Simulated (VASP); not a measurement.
# WC (Fm-3m) in VASP: single point with PBEsol

Aim: the single point of WC with PBEsol.

Program: VASP 6.6.1. These are calculated values, not measurements. Logs are shortened: lines on timing, memory, paths and dates and some standing lists are left out, and cuts for length are marked.

**1. The cell of the first run**

It takes space group Fm-3m (No. 225, cubic). Conventional cell: a = 4.346 Å, b = 4.346 Å, c = 4.346 Å, α = 90.00°, β = 90.00°, γ = 90.00°. W (site symmetry m-3m) has 6 C at 2.17 Å within 2.9 Å. Within 2.9 Å of C (site symmetry m-3m) lie 6 W at 2.17 Å.

**2. Single point, PBEsol**

The input, INCAR:

```
  ALGO = Normal
  EDIFF = 1E-6
  ENCUT = 1300
  GGA = PS
  GGA_COMPAT = False
  ISIF = 2
  ISMEAR = 0
  LASPH = True
  LCHARG = False
  LREAL = False
  LWAVE = False
  NBANDS = 16
  NELM = 120
  PREC = Accurate
  SIGMA = 0.15
```

The input, KPOINTS:

```
k-points
0
Gamma
  14 14 14
```

The input, POSCAR:

```
WC
1.0
   -0.0000102007      2.1727993956      2.1727845105
    2.1727944494     -0.0000199714      2.1727942813
    2.1727821387      2.1727968556     -0.0000076608
W C
1 1
Direct
    0.0000000989      0.0000003131      0.0000002037
    0.4999999011      0.4999996869      0.4999997963
```

Potentials or basis: VASP PAW PBE potentials, release 64 (W_sv, C_h).

Launch:

```sh
$ cat potpaw_PBE.64/W_sv/POTCAR potpaw_PBE.64/C_h/POTCAR > POTCAR
$ mpirun -np 1 vasp_std > vasp.out
```

OUTCAR:

```text
EDIFF = 1E-6
   ENCUT = 1300
   GGA = PS
   ISIF = 2
   ISMEAR = 0
   LASPH = True
   LREAL = False
   NELM = 120
   PREC = Accurate

 ion  position               nearest neighbor table
   1  0.000  0.000  0.000-   2 2.17   2 2.17   2 2.17   2 2.17   2 2.17   2 2.17
   2  0.500  0.500  0.500-   1 2.17   1 2.17   1 2.17   1 2.17   1 2.17   1 2.17

  LATTYP: Found a face centered cubic cell.
 ALAT       =     4.3455789943

  Lattice vectors:

 A1 = (  -0.0000102007,   2.1727993956,   2.1727845105)
 A2 = (   2.1727944494,  -0.0000199714,   2.1727942813)
 A3 = (   2.1727821387,   2.1727968556,  -0.0000076608)

Analysis of symmetry for initial positions (statically):
=====================================================================
 Subroutine PRICEL returns:
 Original cell was already a primitive cell.

 Routine SETGRP: Setting up the symmetry group for a
 face centered cubic supercell.

 Subroutine GETGRP returns: Found 48 space group operations
 (whereof 48 operations were pure point group operations)
 out of a pool of 48 trial point group operations.

The static configuration has the point symmetry O_h .

Analysis of symmetry for dynamics (positions and initial velocities):
=====================================================================
 Subroutine PRICEL returns:
 Original cell was already a primitive cell.

 Routine SETGRP: Setting up the symmetry group for a
 face centered cubic supercell.

 Subroutine GETGRP returns: Found 48 space group operations
 (whereof 48 operations were pure point group operations)
 out of a pool of 48 trial point group operations.

The dynamic configuration has the point symmetry O_h .

 Subroutine INISYM returns: Found 48 space group operations
 (whereof 48 operations are pure point group operations),
 and found     1 'primitive' translations

----------------------------------------------------------------------------------------

                                     Primitive cell

  volume of cell :      20.5158

  direct lattice vectors                    reciprocal lattice vectors
    -0.000010201  2.172799396  2.172784511    -0.230117440  0.230116692  0.230119573
     2.172794449 -0.000019971  2.172794281     0.230117216 -0.230114846  0.230117503
     2.172782139  2.172796856 -0.000007661     0.230119824  0.230117230 -0.230117726

  length of vectors
     3.072791848  3.072795260  3.072788375     0.398575897  0.398573507  0.398576518
[... 74 lines left out ...]
   ICHARG =      2    charge: 1-file 2-atom 10-const
   ISPIN  =      1    spin polarized calculation?
   LNONCOLLINEAR =      F non collinear calculations
   LSORBIT =      F    spin-orbit coupling
   LASPH  =      T    aspherical Exc in radial PAW
   ENCUT  = 1300.0 eV  95.55 Ry    9.77 a.u.   9.03  9.03  9.03*2*pi/ulx,y,z
   NELM   =    120;   NELMIN=  2; NELMDL= -5     # of ELM steps
   EDIFF  = 0.1E-05   stopping-criterion for ELM
   LREAL  =      F    real-space projection
   EDIFFG = 0.1E-04   stopping-criterion for IOM
   NSW    =      0    number of steps for IOM
   IBRION =     -1    ionic relax: 0-MD 1-quasi-New 2-CG
   NFREE  =      0    steps in history (QN), initial steepest desc. (CG)
   ISIF   =      2    stress and relaxation
   ISYM   =      2    0-nonsym 1-usesym 2-fastsym
   POTIM  = 0.5000    time-step for ionic-motion
   TEBEG  =    0.0;   TEEND  =   0.0 temperature during run
   PSTRESS=    0.0 pullay stress
   NELECT =      18.0000    total number of electrons
   NUPDOWN=      -1.0000    fix difference up-down
   EMIN   =  10.00;   EMAX   =-10.00  energy-range for DOS
   EFERMI =   0.00;   METHOD = LEGACY
   ISMEAR =     0;   SIGMA  =   0.15  broadening in eV -4-tet -1-fermi 0-gaus
   EFERMI_NEDOS =   21; number of points for ismear=-14 and -15
   IALGO  =     38    algorithm
   IMIX   =      4    mixing-type and parameters
     AMIX     =   0.40;   BMIX     =  1.00
     AMIX_MAG =   1.60;   BMIX_MAG =  1.00
  volume/ion in A,a.u.               =      10.26        69.22
  Fermi-wavevector in a.u.,A,eV,Ry     =   1.567243  2.961659 33.419307  2.456250
  Thomas-Fermi vector in A             =   2.669451
   LORBIT       =      0    0 simple, 1 ext, 2 COOP (PROOUT), +10 PAW based schemes
   GGA     = PS    functional components
   LHFCALC =     F    Hartree Fock is set to
   AEXX    =    0.0000 exact exchange contribution
   IVDW    =     0    specifies the selected vdW correction
   LEPSILON=     F    determine dielectric tensor
   LRPA    =     F    only Hartree local field effects (RPA)
 non-spin polarized calculation
 Gauss-broadening in eV      SIGMA  =   0.15
  energy-cutoff  :     1300.00
  volume of cell :       20.52
 maximum number of plane-waves:      2204
   NGX = 19   NGY = 19   NGZ = 19

 number of electron      17.9999985 magnetization

 Free energy of the ion-electron system (eV)
  ---------------------------------------------------
  ext. energy  EPLUGINS =         0.00000000
  ---------------------------------------------------
  free energy    TOTEN  =       -23.00692272 eV

  energy without entropy =      -22.99397667  energy(sigma->0) =      -23.00044969

 E-fermi :  12.9857     XC(G=0): -14.0336

 val. band max:       12.9319737596   @ k =  -0.4286   0.2143   0.0714
 cond. band min:      12.9929201399   @ k =  -0.2857   0.2857   0.0714
 fundamental gap:      0.0609463803
 Fermi energy:        12.9857005081

 k-point     1 :       0.0000    0.0000    0.0000
  band No.  band energies     occupation
      1     -62.3532      2.00000
      2     -26.3466      2.00000
      3     -26.3466      2.00000
      4     -26.3464      2.00000
      5      -3.0114      2.00000
      6      10.1403      2.00000
[... 433 lines left out ...]
      3     -26.4316      2.00000
      4     -26.4207      2.00000
      5      -1.1633      2.00000
      6       6.0529      2.00000
[... 8 lines left out ...]
     15      26.0143      0.00000
     16      28.4723      0.00000

 [... further k-points ...]
[... 5 lines left out ...]
  --------------------------------------------------------------------------------------
  -------------------------------------------------------------------------------------
  Total        0.1297937      0.1297955      0.1297937     -0.0000013     -0.0000010      0.0000001
  in kB       10.1362217     10.1363590     10.1362201     -0.0001050     -0.0000813      0.0000098
  external PRESSURE =      10.1362669 kB  Pullay stress =       0.0000000 kB

 VOLUME and BASIS-vectors are now :
 -----------------------------------------------------------------------------
  energy-cutoff  :     1300.00
  volume of cell :       20.52
      direct lattice vectors                 reciprocal lattice vectors
    -0.000010201  2.172799396  2.172784511    -0.230117440  0.230116692  0.230119573
     2.172794449 -0.000019971  2.172794281     0.230117216 -0.230114846  0.230117503
     2.172782139  2.172796856 -0.000007661     0.230119824  0.230117230 -0.230117726

 POSITION                                       TOTAL-FORCE (eV/Angst)
 -----------------------------------------------------------------------------------
      0.00000      0.00000      0.00000        -0.000000     -0.000000      0.000000
      2.17278      2.17279      2.17278         0.000000      0.000000     -0.000000
 -----------------------------------------------------------------------------------
    total drift:                               -0.000785     -0.000460     -0.000626

  FREE ENERGIE OF THE ION-ELECTRON SYSTEM (eV)
  ---------------------------------------------------
  free  energy   TOTEN  =       -23.0069227170 eV

  energy  without entropy=      -22.9939766723  energy(sigma->0) =      -23.00044969
```

OSZICAR:

```text
N       E                     dE             d eps       ncg     rms          rms(c)
DAV:   1     0.173258498999E+03    0.17326E+03   -0.16143E+04  3328   0.243E+03
DAV:   2    -0.195680977556E+02   -0.19283E+03   -0.18555E+03  4048   0.508E+02
DAV:   3    -0.262372904911E+02   -0.66692E+01   -0.65805E+01  3672   0.767E+01
DAV:   4    -0.262917439853E+02   -0.54453E-01   -0.54438E-01  4176   0.768E+00
DAV:   5    -0.262920603277E+02   -0.31634E-03   -0.31633E-03  3864   0.610E-01    0.330E+01
DAV:   6    -0.231093675106E+02    0.31827E+01   -0.78283E+00  4672   0.268E+01    0.903E+00
DAV:   7    -0.230391509271E+02    0.70217E-01   -0.43057E-01  3384   0.567E+00    0.665E+00
DAV:   8    -0.230082380397E+02    0.30913E-01   -0.78490E-02  3856   0.244E+00    0.116E+00
DAV:   9    -0.230070333389E+02    0.12047E-02   -0.24268E-03  3624   0.485E-01    0.871E-02
DAV:  10    -0.230069210254E+02    0.11231E-03   -0.38412E-04  4128   0.226E-01    0.119E-02
DAV:  11    -0.230069232076E+02   -0.21822E-05   -0.82392E-06  3568   0.301E-02    0.560E-03
DAV:  12    -0.230069227170E+02    0.49064E-06   -0.24195E-07  2424   0.551E-03
   1 F= -.23006923E+02 E0= -.23000450E+02  d E =-.129460E-01
```

stdout:

```text
POSCAR found type information on POSCAR W C
 POSCAR found :  2 types and       2 ions
 scaLAPACK will be used
 -----------------------------------------------------------------------------
|                                                                             |
|                                                                             |
|     You enforced a specific xc type in the INCAR file but a different       |
|     I HOPE YOU KNOW WHAT YOU ARE DOING!                                     |
|                                                                             |
 -----------------------------------------------------------------------------

 LDA part: xc-table for (Slater+PW92), standard interpolation
 POSCAR, INCAR and KPOINTS ok, starting setup
 FFT: planning ... GRIDC
 FFT: planning ... GRID_SOFT
 FFT: planning ... GRID
 WAVECAR not read
 entering main loop
```

It took 39 s on 1 thread of Intel Xeon 6975P-C (Granite Rapids), shared host; peak memory 0.3 GiB.

Results:

- Free energy: -23.0069 eV
- Pressure: 1.0 GPa
- Band gap on the k mesh: zero (bands 9 and 10 overlap by 3.24 eV)

Levels at points of the mesh, in eV from the Fermi level:
| k point | band 6 | band 7 | band 8 | band 9 | band 10 | band 11 | band 12 | band 13 |
| --- | --- | --- | --- | --- | --- | --- | --- | --- |
| (0.00, 0.00, 0.00) | -2.85 | -2.85 | -2.85 | -1.06 | -1.06 | -1.06 | -0.98 | -0.98 |
| (0.50, 0.00, 0.00) | -10.03 | -6.75 | -6.75 | 1.12 | 1.12 | 2.47 | 4.97 | 9.14 |
| (0.50, 0.50, 0.00) | -5.98 | -5.63 | -2.50 | -2.50 | 0.92 | 2.41 | 2.41 | 5.71 |

Caveat: the PAW data sets were made with another functional, which shifts forces and pressure a little; spin-orbit coupling is left out, which moves the levels of the heavy elements.

The gap in the log of VASP goes by the Fermi energy; the results here count the filled bands.